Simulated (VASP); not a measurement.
# BeTe (F-43m) in VASP: G0W0 quasiparticle levels with PBEsol

Aim: the G0W0 quasiparticle levels of BeTe with PBEsol.

Program: VASP 6.6.1. These are calculated values, not measurements. Logs are shortened: lines on timing, memory, paths and dates and some standing lists are left out, and cuts for length are marked.

### 1 The cell of the first run

Symmetry: F-43m, No. 216, cubic system. The conventional cell has a = 5.605 Å, b = 5.605 Å, c = 5.605 Å, α = 90.00°, β = 90.00°, γ = 90.00°. Within 3.2 Å of Be (site symmetry -43m) lie 4 Te at 2.43 Å. Within 3.2 Å of Te (site symmetry -43m) lie 4 Be at 2.43 Å.

### 2 G0W0 quasiparticle levels, PBEsol

POSCAR

```
BeTe
1.0
    0.0000000000      2.8024775754      2.8024775754
    2.8024775754      0.0000000000      2.8024775754
    2.8024775754      2.8024775754      0.0000000000
Be Te
1 1
Direct
    0.0000000000      0.0000000000      0.0000000000
    0.2500000000      0.2500000000      0.2500000000
```

INCAR.step1

```
  PREC = Accurate
  ENCUT = 500
  EDIFF = 1E-8
  ISMEAR = 0
  SIGMA = 0.01
  LREAL = F
  LASPH = T
  NELM = 60
  ALGO = Normal
  LWAVE = T
  LCHARG = F
  GGA = PS
```

INCAR.step2

```
  PREC = Accurate
  ENCUT = 500
  EDIFF = 1E-8
  ISMEAR = 0
  SIGMA = 0.01
  LREAL = F
  LASPH = T
  NELM = 1
  ALGO = Exact
  LWAVE = T
  LCHARG = F
  GGA = PS
  NBANDS = 103
  LOPTICS = T
  ISTART = 1
```

INCAR.step3

```
  PREC = Accurate
  ENCUT = 500
  EDIFF = 1E-8
  ISMEAR = 0
  SIGMA = 0.01
  LREAL = F
  LASPH = T
  ALGO = EVGW0
  LWAVE = F
  LCHARG = F
  GGA = PS
  NELMGW = 1
  NBANDS = 103
  ENCUTGW = 100.0
  NOMEGA = 48
  PRECFOCK = Fast
  ISTART = 1
  NBANDSGW = 12
```

KPOINTS

```
Automatic mesh
0
Gamma
  4 4 4
```

Potentials or basis: VASP PAW PBE potentials, release 64 (Be_GW, Te_GW).

Started as:

```
$ cat potpaw_PBE.64/Be_GW/POTCAR potpaw_PBE.64/Te_GW/POTCAR > POTCAR
$ cp INCAR.step1 INCAR
$ mpirun -np 1 vasp_std > vasp.out
$ cp INCAR.step2 INCAR
$ mpirun -np 1 vasp_std > vasp.out
$ cp INCAR.step3 INCAR
$ mpirun -np 1 vasp_std > vasp.out
```

OUTCAR:

```text
PREC = Accurate
   ENCUT = 500
   EDIFF = 1E-8
   ISMEAR = 0
   LREAL = F
   LASPH = T
   GGA = PS
   NELMGW = 1
   ENCUTGW = 100.0
   PRECFOCK = Fast
   ISTART = 1

 ion  position               nearest neighbor table
   1  0.000  0.000  0.000-   2 2.43   2 2.43   2 2.43   2 2.43
   2  0.250  0.250  0.250-   1 2.43   1 2.43   1 2.43   1 2.43

  LATTYP: Found a face centered cubic cell.
 ALAT       =     5.6049551508

  Lattice vectors:

 A1 = (   0.0000000000,   2.8024775754,   2.8024775754)
 A2 = (   2.8024775754,   0.0000000000,   2.8024775754)
 A3 = (   2.8024775754,   2.8024775754,   0.0000000000)

Analysis of symmetry for initial positions (statically):
=====================================================================
 Subroutine PRICEL returns:
 Original cell was already a primitive cell.

 Routine SETGRP: Setting up the symmetry group for a
 face centered cubic supercell.

 Subroutine GETGRP returns: Found 24 space group operations
 (whereof 24 operations were pure point group operations)
 out of a pool of 48 trial point group operations.

The static configuration has the point symmetry T_d .

Analysis of symmetry for dynamics (positions and initial velocities):
=====================================================================
 Subroutine PRICEL returns:
 Original cell was already a primitive cell.

 Routine SETGRP: Setting up the symmetry group for a
 face centered cubic supercell.

 Subroutine GETGRP returns: Found 24 space group operations
 (whereof 24 operations were pure point group operations)
 out of a pool of 48 trial point group operations.

The dynamic configuration has the point symmetry T_d .

 Subroutine INISYM returns: Found 24 space group operations
 (whereof 24 operations are pure point group operations),
 and found     1 'primitive' translations

----------------------------------------------------------------------------------------

[... 72 lines left out ...]
   LASPH  =      T    aspherical Exc in radial PAW
   ENCUT  =  500.0 eV  36.75 Ry    6.06 a.u.   7.23  7.23  7.23*2*pi/ulx,y,z
   NELM   =     60;   NELMIN=  2; NELMDL=  0     # of ELM steps
   EDIFF  = 0.1E-07   stopping-criterion for ELM
   LREAL  =      F    real-space projection
   EDIFFG = 0.1E-06   stopping-criterion for IOM
   NSW    =      0    number of steps for IOM
   IBRION =     -1    ionic relax: 0-MD 1-quasi-New 2-CG
   NFREE  =      0    steps in history (QN), initial steepest desc. (CG)
   ISIF   =      0    stress and relaxation
   ISYM   =      3    0-nonsym 1-usesym 2-fastsym
   POTIM  = 0.5000    time-step for ionic-motion
   TEBEG  =    0.0;   TEEND  =   0.0 temperature during run
   PSTRESS=    0.0 pullay stress
   NELECT =       8.0000    total number of electrons
   NUPDOWN=      -1.0000    fix difference up-down
   EMIN   =  10.00;   EMAX   =-10.00  energy-range for DOS
   EFERMI =   0.00;   METHOD = LEGACY
   ISMEAR =     0;   SIGMA  =   0.01  broadening in eV -4-tet -1-fermi 0-gaus
   EFERMI_NEDOS =   21; number of points for ismear=-14 and -15
   IALGO  =     38    algorithm
   IMIX   =      4    mixing-type and parameters
     AMIX     =   0.40;   BMIX     =  1.00
     AMIX_MAG =   1.60;   BMIX_MAG =  1.00
  volume/ion in A,a.u.               =      22.01       148.53
  Fermi-wavevector in a.u.,A,eV,Ry     =   0.927298  1.752339 11.699401  0.859882
  Thomas-Fermi vector in A             =   2.053353
   LORBIT       =      0    0 simple, 1 ext, 2 COOP (PROOUT), +10 PAW based schemes
   GGA     = PS    functional components
   LHFCALC =     T    Hartree Fock is set to
   PRECFOCK=fast      Normal, Fast or Accurate (Low or Medium for compatibility)
   ENCUT4O =  -1.0   cutoff for four orbital integrals eV
   NKREDX  =     1    reduce k-point grid by
   NKREDY  =     1    reduce k-point grid by
   NKREDZ  =     1    reduce k-point grid by
   AEXX    =    1.0000 exact exchange contribution
   HFSCREEN=    0.0000 screening length (either q_TF or 0.3 A-1)
   HFSCREENC=   0.0000 screening length for correlation (either q_TF or 0.3 A-1)
   ENCUTFOCK=  -1.0 apply spherical cutoff to Coloumb kernel
   IVDW    =     0    specifies the selected vdW correction
   LEPSILON=     F    determine dielectric tensor
   LRPA    =     F    only Hartree local field effects (RPA)
   LRPAFORCE           =     F    calculate RPA forces
   ENCUTGW             = 100.0    cutoff for response function in eV
   ENCUTGWSOFT         =  80.0    soft cutoff for Coulomb kernel in GW response function in eV
   ENCUTLF             =  -1.0    cutoff for local field effects
   NELMGW              =     1    number of iterations in solving QP/BSE equation
   NELMHF              =     1    number of iterations in the inner HF iteration
   NKREDLFX            =     1    NKREDLFY  =   1   NKREDLFZ  =   1
 non-spin polarized calculation
 Gauss-broadening in eV      SIGMA  =   0.01
  energy-cutoff  :      500.00
  volume of cell :       44.02
 maximum number of plane-waves:      1139
 NGX is ok and might be reduce to    30
  NGX = 16; NGY = 16; NGZ = 16
   NGX = 15   NGY = 15   NGZ = 15
 maximum number of plane-waves:       113
 NGX is ok and might be reduce to    14

 QP shifts <psi_nk| G(iteration)W_0 |psi_nk>: iteration 1
 for sc-GW calculations column KS-energies equals QP-energies in previous step
 and V_xc(KS)=  KS-energies - (<T + V_ion + V_H > + <T+V_H+V_ion>^1  + <V_x>^1)

 k-point   1 :       0.0000    0.0000    0.0000
  band No.  KS-energies  QP-energies   sigma(KS)   V_xc(KS)     V^pw_x(r,r')   Z            occupation Imag(sigma)

      1      -7.5046      -8.1445     -11.7939     -10.8976     -17.6506       0.7139       2.0000       1.2157
      2       4.9246       4.3998     -11.8545     -11.1883     -12.9825       0.7877       2.0000       0.0617
      3       4.9246       4.3998     -11.8545     -11.1883     -12.9825       0.7877       2.0000       0.0617
      4       4.9246       4.3998     -11.8545     -11.1883     -12.9825       0.7877       2.0000       0.0617
      5       8.5055       8.9096      -8.9203      -9.4446      -4.8066       0.7705       0.0000      -0.0879
      6       8.5055       8.9096      -8.9203      -9.4446      -4.8066       0.7705       0.0000      -0.0879
      7       8.5055       8.9096      -8.9203      -9.4446      -4.8066       0.7705       0.0000      -0.0879
      8       8.7573       9.4303      -8.9039      -9.7731      -4.6328       0.7742       0.0000      -0.0952
      9      13.1279      13.3429      -7.8987      -8.1859      -2.4910       0.7486       0.0000      -0.2294
     10      15.3741      15.7076      -8.9200      -9.3599      -3.7885       0.7579       0.0000      -0.2659
     11      15.3741      15.7076      -8.9200      -9.3599      -3.7885       0.7579       0.0000      -0.2659
     12      16.1205      16.4259      -7.6692      -8.0717      -2.1469       0.7588       0.0000      -0.3353
[... 100 lines left out ...]
      1      -5.5722      -5.9546     -12.1828     -11.6525     -17.3703       0.7212       2.0000       0.8653
      2       0.2693      -0.5141     -11.2534     -10.1764     -14.0372       0.7273       2.0000       0.1648
      3       1.1082       0.4193     -10.8339      -9.9136     -13.0324       0.7486       2.0000       0.1169
      4       1.6042       0.9456     -10.7707      -9.8986     -12.7121       0.7552       2.0000       0.0998
      5      10.1108      10.3802      -8.5704      -8.9167      -4.3814       0.7778       0.0000      -0.1065
      6      10.4127      10.7378      -8.4337      -8.8572      -3.8694       0.7678       0.0000      -0.1178
      7      10.4717      11.0026      -8.7222      -9.4263      -3.8178       0.7541       0.0000      -0.1374
      8      11.1736      11.5868      -9.4361      -9.9874      -4.6373       0.7494       0.0000      -0.1498
      9      15.9995      16.4560      -9.2309      -9.8536      -3.2088       0.7331       0.0000      -0.4303
     10      16.7011      17.1200      -9.4964     -10.0625      -3.5270       0.7399       0.0000      -0.5183
     11      17.9764      18.3972      -8.7719      -9.3337      -2.7335       0.7490       0.0000      -0.5439
     12      18.8767      19.3435      -8.9321      -9.5401      -2.9049       0.7679       0.0000      -0.6994
```

Run time: 3.7 min. Hardware: 1 thread of Intel Xeon 8259CL, shared host; peak memory 0.39 GiB.

What came out:

| Property | Result |
| --- | --- |
| Quasiparticle gap | 2.59 eV |
| Least direct quasiparticle gap | 4.51 eV |
| Band gap of the starting levels on the mesh | 1.81 eV |
| Least direct gap of the starting levels on the mesh | 3.58 eV |

Caveat: the k points lie up to 0.49 Å⁻¹ apart; bands, screening cutoff and mesh are small and nothing is extrapolated, so the quasiparticle values aren't converged; spin-orbit coupling is left out, which moves the levels of the heavy elements.
